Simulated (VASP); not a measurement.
# Ir (P6_3/mmc) in VASP: notebook

Runs on Ir. Level: PBEsol. Tasks: single point.

Everything below comes from runs of VASP 6.6.1. Logs are shortened: lines on timing, memory, paths and dates and some standing lists are left out, and cuts for length are marked.

## Step 1: The cell of the first run

Symmetry: P6_3/mmc, No. 194, hexagonal system. The conventional cell has a = 2.772 Å, b = 2.772 Å, c = 4.495 Å, α = 90.00°, β = 90.00°, γ = 120.00°. Within 3.6 Å of Ir (site symmetry -6m2) lie 12 Ir at 2.76 to 2.77 Å.

## Step 2: Single point, PBEsol, collinear spin, ferromagnetic start

Input file INCAR:

```
  ALGO = Normal
  EDIFF = 1E-6
  ENCUT = 520
  GGA = PS
  ISIF = 2
  ISMEAR = 0
  ISPIN = 2
  LASPH = True
  LCHARG = False
  LMAXMIX = 4
  LORBIT = 11
  LREAL = False
  LWAVE = False
  MAGMOM = 0.7 0.7
  NBANDS = 20
  NELM = 150
  NUPDOWN = 1.4
  PREC = Accurate
  SIGMA = 0.15
```

Input file KPOINTS:

```
k-points
0
Gamma
  21 21 12
```

Input file POSCAR:

```
Ir
1.0
    2.7721480674      0.0000000000      0.0000000000
   -1.3860740337      2.4007506494      0.0000000000
    0.0000000000      0.0000000000      4.4945060960
Ir
2
Direct
    0.6666666667      0.3333333333      0.7500000000
    0.3333333333      0.6666666667      0.2500000000
```

Potentials or basis: VASP PAW PBE potentials, release 64 (Ir).

Command:

```
cat potpaw_PBE.64/Ir/POTCAR > POTCAR
mpirun -np 1 vasp_std > vasp.out
```

OUTCAR:

```text
EDIFF = 1E-6
   ENCUT = 520
   GGA = PS
   ISIF = 2
   ISMEAR = 0
   ISPIN = 2
   LASPH = True
   LORBIT = 11
   LREAL = False
   NELM = 150
   NUPDOWN = 1.4
   PREC = Accurate

 ion  position               nearest neighbor table
   1  0.667  0.333  0.750-   2 2.76   2 2.76   2 2.76   2 2.76   2 2.76   2 2.76
   2  0.333  0.667  0.250-   1 2.76   1 2.76   1 2.76   1 2.76   1 2.76   1 2.76

  LATTYP: Found a hexagonal cell.
 ALAT       =     2.7721480674
 C/A-ratio  =     1.6213080928

  Lattice vectors:

 A1 = (   2.7721480674,   0.0000000000,   0.0000000000)
 A2 = (  -1.3860740337,   2.4007506494,   0.0000000000)
 A3 = (   0.0000000000,   0.0000000000,   4.4945060960)

Analysis of symmetry for initial positions (statically):
=====================================================================
 Subroutine PRICEL returns:
 Original cell was already a primitive cell.

 Routine SETGRP: Setting up the symmetry group for a
 hexagonal supercell.

 Subroutine GETGRP returns: Found 24 space group operations
 (whereof 12 operations were pure point group operations)
 out of a pool of 24 trial point group operations.

The static configuration has the point symmetry D_3d.
 The point group associated with its full space group is D_6h.

Analysis of symmetry for dynamics (positions and initial velocities):
=====================================================================
 Subroutine PRICEL returns:
 Original cell was already a primitive cell.

 Routine SETGRP: Setting up the symmetry group for a
 hexagonal supercell.

 Subroutine GETGRP returns: Found 24 space group operations
 (whereof 12 operations were pure point group operations)
 out of a pool of 24 trial point group operations.

The dynamic configuration has the point symmetry D_3d.
 The point group associated with its full space group is D_6h.

Analysis of structural, dynamic, and magnetic symmetry:
=====================================================================
 Subroutine PRICEL returns:
 Original cell was already a primitive cell.

 Routine SETGRP: Setting up the symmetry group for a
 hexagonal supercell.

 Subroutine GETGRP returns: Found 24 space group operations
 (whereof 12 operations were pure point group operations)
 out of a pool of 24 trial point group operations.

The overall configuration has the point symmetry D_3d.
 The point group associated with its full space group is D_6h.

 Subroutine INISYM returns: Found 24 space group operations
 (whereof 12 operations are pure point group operations),
 and found     1 'primitive' translations

----------------------------------------------------------------------------------------

                                     Primitive cell

  volume of cell :      29.9120

  direct lattice vectors                    reciprocal lattice vectors
     2.772148067  0.000000000  0.000000000     0.360731092  0.208268193  0.000000000
    -1.386074034  2.400750649  0.000000000     0.000000000  0.416536386  0.000000000
     0.000000000  0.000000000  4.494506096     0.000000000  0.000000000  0.222493858

  length of vectors
     2.772148067  2.772148067  4.494506096     0.416536386  0.416536386  0.222493858

  position of ions in fractional coordinates (direct lattice)
     0.666666667  0.333333333  0.750000000
     0.333333333  0.666666667  0.250000000

  ion indices of the primitive-cell ions
   primitive index   ion index
                 1           1
                 2           2

----------------------------------------------------------------------------------------

 KPOINTS: k-points

Automatic generation of k-mesh.
 Grid dimensions read from file:
 generate k-points for:   21   21   12

 Generating k-lattice:

  Cartesian coordinates                     Fractional coordinates (reciprocal lattice)
     0.017177671  0.009917533  0.000000000     0.047619048  0.000000000  0.000000000
     0.000000000  0.019835066  0.000000000     0.000000000  0.047619048  0.000000000
     0.000000000  0.000000000  0.018541155     0.000000000  0.000000000  0.083333333

  Length of vectors
     0.019835066  0.019835066  0.018541155

  Shift w.r.t. Gamma in fractional coordinates (k-lattice)
     0.000000000  0.000000000  0.000000000

 Subroutine IBZKPT returns following result:
 ===========================================

 Found    336 irreducible k-points:

 Following reciprocal coordinates:
            Coordinates               Weight
  0.000000  0.000000  0.000000      1.000000
  0.047619 -0.000000  0.000000      6.000000
  0.095238 -0.000000  0.000000      6.000000
  0.142857  0.000000  0.000000      6.000000
  0.190476 -0.000000  0.000000      6.000000
  0.238095 -0.000000  0.000000      6.000000
[... 16 lines left out ...]
  0.142857  0.095238  0.000000     12.000000
  0.190476  0.095238  0.000000     12.000000
 [... further k-points ...]
   k-points           NKPTS =    336   k-points in BZ     NKDIM =    336   number of bands    NBANDS=     20
   number of dos      NEDOS =    301   number of ions     NIONS =      2
   total plane-waves  NPLWV =  20736
   dimension x,y,z NGX =    24 NGY =   24 NGZ =   36
   dimension x,y,z NGXF=    48 NGYF=   48 NGZF=   72
   ions per type =               2
   NGX,Y,Z   is equivalent  to a cutoff of  14.39, 14.39, 13.32 a.u.
   NGXF,Y,Z  is equivalent  to a cutoff of  28.79, 28.79, 26.63 a.u.
 SYSTEM =  unknown system
   PREC   = accura    normal or accurate (medium, high low for compatibility)
   ISTART =      0    job   : 0-new  1-cont  2-samecut
   ICHARG =      2    charge: 1-file 2-atom 10-const
   ISPIN  =      2    spin polarized calculation?
   LNONCOLLINEAR =      F non collinear calculations
   LSORBIT =      F    spin-orbit coupling
   LASPH  =      T    aspherical Exc in radial PAW
   ENCUT  =  520.0 eV  38.22 Ry    6.18 a.u.   5.15  5.15  8.36*2*pi/ulx,y,z
   NELM   =    150;   NELMIN=  2; NELMDL= -5     # of ELM steps
   EDIFF  = 0.1E-05   stopping-criterion for ELM
   LREAL  =      F    real-space projection
   EDIFFG = 0.1E-04   stopping-criterion for IOM
   NSW    =      0    number of steps for IOM
   IBRION =     -1    ionic relax: 0-MD 1-quasi-New 2-CG
   NFREE  =      0    steps in history (QN), initial steepest desc. (CG)
   ISIF   =      2    stress and relaxation
   ISYM   =      2    0-nonsym 1-usesym 2-fastsym
   POTIM  = 0.5000    time-step for ionic-motion
   TEBEG  =    0.0;   TEEND  =   0.0 temperature during run
   PSTRESS=    0.0 pullay stress
   NELECT =      18.0000    total number of electrons
   NUPDOWN=       1.4000    fix difference up-down
   EMIN   =  10.00;   EMAX   =-10.00  energy-range for DOS
   EFERMI =   0.00;   METHOD = LEGACY
   ISMEAR =     0;   SIGMA  =   0.15  broadening in eV -4-tet -1-fermi 0-gaus
   EFERMI_NEDOS =   21; number of points for ismear=-14 and -15
   IALGO  =     38    algorithm
   IMIX   =      4    mixing-type and parameters
     AMIX     =   0.40;   BMIX     =  1.00
     AMIX_MAG =   1.60;   BMIX_MAG =  1.00
  volume/ion in A,a.u.               =      14.96       100.93
  Fermi-wavevector in a.u.,A,eV,Ry     =   1.382135  2.611857 25.991177  1.910298
  Thomas-Fermi vector in A             =   2.506855
   LORBIT       =     11    0 simple, 1 ext, 2 COOP (PROOUT), +10 PAW based schemes
   GGA     = PS    functional components
   LHFCALC =     F    Hartree Fock is set to
   AEXX    =    0.0000 exact exchange contribution
   IVDW    =     0    specifies the selected vdW correction
   LEPSILON=     F    determine dielectric tensor
   LRPA    =     F    only Hartree local field effects (RPA)
 spin polarized calculation
 Gauss-broadening in eV      SIGMA  =   0.15
  energy-cutoff  :      520.00
  volume of cell :       29.91
 maximum number of plane-waves:       827
 NGX is ok and might be reduce to    24
   NGX = 11   NGY = 11   NGZ = 17

 number of electron      17.9999999 magnetization       1.4000000

 Free energy of the ion-electron system (eV)
  ---------------------------------------------------
  ext. energy  EPLUGINS =         0.00000000
  ---------------------------------------------------
  free energy    TOTEN  =       -19.18114335 eV

  energy without entropy =      -19.15163035  energy(sigma->0) =      -19.16638685

 E-fermi :   9.0066     XC(G=0): -13.7715

 val. band max:        9.6422704307   @ k =   0.3810   0.1429   0.0833
 cond. band min:       9.0117723839   @ k =   0.0952   0.0476   0.4167
 fundamental gap:     -0.6304980468
 Fermi energy:         9.6468258721

 spin component 1

 k-point     1 :       0.0000    0.0000    0.0000
  band No.  band energies     occupation
      1      -1.3749      1.00000
      2       1.6176      1.00000
      3       5.5756      1.00000
      4       5.6696      1.00000
      5       5.6696      1.00000
      6       6.2684      1.00000
[... 12 lines left out ...]
     19      31.6658      0.00000
     20      31.6658      0.00000

 k-point     2 :       0.0476   -0.0000    0.0000
  band No.  band energies     occupation
      1      -1.2905      1.00000
      2       1.6929      1.00000
      3       5.4004      1.00000
      4       5.7389      1.00000
      5       5.8282      1.00000
      6       6.2230      1.00000
[... 12 lines left out ...]
     19      30.4919      0.00000
     20      31.7642      0.00000

 k-point     3 :       0.0952   -0.0000    0.0000
  band No.  band energies     occupation
      1      -1.0419      1.00000
      2       1.9087      1.00000
      3       5.1535      1.00000
      4       5.9446      1.00000
      5       5.9996      1.00000
      6       6.1421      1.00000
[... 12 lines left out ...]
     19      29.1282      0.00000
     20      32.0568      0.00000

 k-point     4 :       0.1429    0.0000    0.0000
  band No.  band energies     occupation
      1      -0.6437      1.00000
      2       2.2291      1.00000
      3       4.8923      1.00000
      4       5.8714      1.00000
      5       5.9400      1.00000
      6       6.2797      1.00000
[... 429 lines left out ...]
 k-point    23 :       0.1429    0.0952    0.0000
  band No.  band energies     occupation
      1       0.1018      1.00000
      2       2.7691      1.00000
      3       4.4813      1.00000
      4       5.0835      1.00000
      5       5.6818      1.00000
      6       6.0218      1.00000
[... 12 lines left out ...]
     19      29.3477      0.00000
     20      32.5077      0.00000

 k-point    24 :       0.1905    0.0952    0.0000
  band No.  band energies     occupation
      1       0.6966      1.00000
      2       3.0267      1.00000
      3       4.3656      1.00000
      4       4.5019      1.00000
      5       5.5846      1.00000
      6       5.7995      1.00000
[... 12 lines left out ...]
     19      29.7883      0.00000
     20      31.4111      0.00000

 [... further k-points ...]

 spin component 2

 k-point     1 :       0.0000    0.0000    0.0000
  band No.  band energies     occupation
      1      -1.2081      1.00000
      2       1.9187      1.00000
      3       6.0135      1.00000
      4       6.0966      1.00000
      5       6.0966      1.00000
      6       6.7084      1.00000
[... 12 lines left out ...]
     19      31.8333      0.00000
     20      31.8333      0.00000

 k-point     2 :       0.0476   -0.0000    0.0000
  band No.  band energies     occupation
      1      -1.1237      1.00000
      2       1.9947      1.00000
      3       5.8268      1.00000
      4       6.1665      1.00000
      5       6.2648      1.00000
      6       6.6610      1.00000
[... 12 lines left out ...]
     19      30.6182      0.00000
     20      31.9318      0.00000

 k-point     3 :       0.0952   -0.0000    0.0000
  band No.  band energies     occupation
      1      -0.8751      1.00000
      2       2.2128      1.00000
      3       5.5697      1.00000
      4       6.3741      1.00000
      5       6.4368      1.00000
      6       6.5782      1.00000
[... 12 lines left out ...]
     19      29.2474      0.00000
     20      32.2249      0.00000

 k-point     4 :       0.1429    0.0000    0.0000
  band No.  band energies     occupation
      1      -0.4762      1.00000
      2       2.5380      1.00000
      3       5.2963      1.00000
      4       6.2958      1.00000
      5       6.3098      1.00000
      6       6.7126      1.00000
[... 429 lines left out ...]
 k-point    23 :       0.1429    0.0952    0.0000
  band No.  band energies     occupation
      1       0.2722      1.00000
      2       3.0884      1.00000
      3       4.8685      1.00000
      4       5.4334      1.00000
      5       6.0917      1.00000
      6       6.4686      1.00000
[... 12 lines left out ...]
     19      29.5023      0.00000
     20      32.7189      0.00000

 k-point    24 :       0.1905    0.0952    0.0000
  band No.  band energies     occupation
      1       0.8730      1.00000
      2       3.3600      1.00000
      3       4.7346      1.00000
      4       4.8533      1.00000
      5       5.9857      1.00000
      6       6.2394      1.00000
[... 12 lines left out ...]
     19      29.9679      0.00000
     20      31.6401      0.00000

 [... further k-points ...]
[... 5 lines left out ...]
  --------------------------------------------------------------------------------------
  -------------------------------------------------------------------------------------
  Total       -2.7273402     -2.7273402     -2.8748171      0.0000000      0.0000000      0.0000000
  in kB     -146.0846041   -146.0846041   -153.9839137      0.0000000      0.0000000      0.0000000
  external PRESSURE =    -148.7177073 kB  Pullay stress =       0.0000000 kB

 VOLUME and BASIS-vectors are now :
 -----------------------------------------------------------------------------
  energy-cutoff  :      520.00
  volume of cell :       29.91
      direct lattice vectors                 reciprocal lattice vectors
     2.772148067  0.000000000  0.000000000     0.360731092  0.208268193  0.000000000
    -1.386074034  2.400750649  0.000000000     0.000000000  0.416536386  0.000000000
     0.000000000  0.000000000  4.494506096     0.000000000  0.000000000  0.222493858

 POSITION                                       TOTAL-FORCE (eV/Angst)
 -----------------------------------------------------------------------------------
      1.38607      0.80025      3.37088        -0.000000     -0.000000      0.000000
     -0.00000      1.60050      1.12363         0.000000      0.000000      0.000000
 -----------------------------------------------------------------------------------
    total drift:                               -0.000000      0.000000     -0.000000

  FREE ENERGIE OF THE ION-ELECTRON SYSTEM (eV)
  ---------------------------------------------------
  free  energy   TOTEN  =       -19.1811433490 eV

  energy  without entropy=      -19.1516303491  energy(sigma->0) =      -19.16638685

 total charge

# of ion       s       p       d       tot
------------------------------------------
    1        0.638   0.669   6.902   8.209
    2        0.638   0.669   6.902   8.209
--------------------------------------------------
tot          1.275   1.338  13.804  16.418

 magnetization (x)

# of ion       s       p       d       tot
------------------------------------------
    1        0.003   0.002   0.680   0.685
    2        0.003   0.002   0.680   0.685
--------------------------------------------------
tot          0.006   0.004   1.359   1.370
```

Run time: 9 min. Hardware: 1 thread of Oxide Virtual Turin-like, shared host; peak memory 0.35 GiB.

Results:

| Quantity | Value |
| --- | --- |
| Free energy | -19.1811 eV |
| Pressure | -14.9 GPa |
| Net moment | 1.40 μB per cell |
| Site moments | Ir +0.69 μB |
| Valence electrons inside the program's atomic spheres | Ir 8.21 |

Stress tensor (GPa, compression positive):
```
-14.61   0.00   0.00
  0.00 -14.61   0.00
  0.00   0.00 -15.40
```

Caveat: the PAW data sets were made with another functional, which shifts forces and pressure a little; spin-orbit coupling is left out, which moves the levels of the heavy elements; the total moment is fixed, so each spin has its own Fermi level.

## Step 3: Single point, PBEsol, collinear spin, ferromagnetic start

Input file INCAR:

```
PREC = Accurate
ENCUT = 520
EDIFF = 1E-6
ISMEAR = 0
SIGMA = 0.15
LREAL = F
LASPH = T
NELM = 150
ALGO = Normal
ISIF = 2
LWAVE = F
LCHARG = F
ISPIN = 2
MAGMOM = 0.3 0.3
LORBIT = 11
NUPDOWN = 0.6
LMAXMIX = 4
GGA = PS
NBANDS = 20
```

Input file KPOINTS:

```
regular mesh
0
Gamma
  21 21 12
```

POSCAR is that of step 2.

Potentials or basis: VASP PAW PBE potentials, release 64 (Ir).

Command:

```
cat potpaw_PBE.64/Ir/POTCAR > POTCAR
mpirun -np 1 vasp_std > vasp.out
```

Run time: 14 min. Hardware: 1 thread of Oxide Virtual Turin-like, shared host; peak memory 0.35 GiB.

Results (log left out):

```
Free energy                                           : -19.3590 eV
Pressure                                              : -17.8 GPa
Net moment                                            : 0.60 μB per cell
Site moments                                          : Ir +0.29 μB
Valence electrons inside the program's atomic spheres : Ir 8.21
```

Stress tensor (GPa, compression positive):
```
-17.56   0.00   0.00
  0.00 -17.56   0.00
  0.00   0.00 -18.32
```

Caveat: the PAW data sets were made with another functional, which shifts forces and pressure a little; spin-orbit coupling is left out, which moves the levels of the heavy elements; the total moment is fixed, so each spin has its own Fermi level.
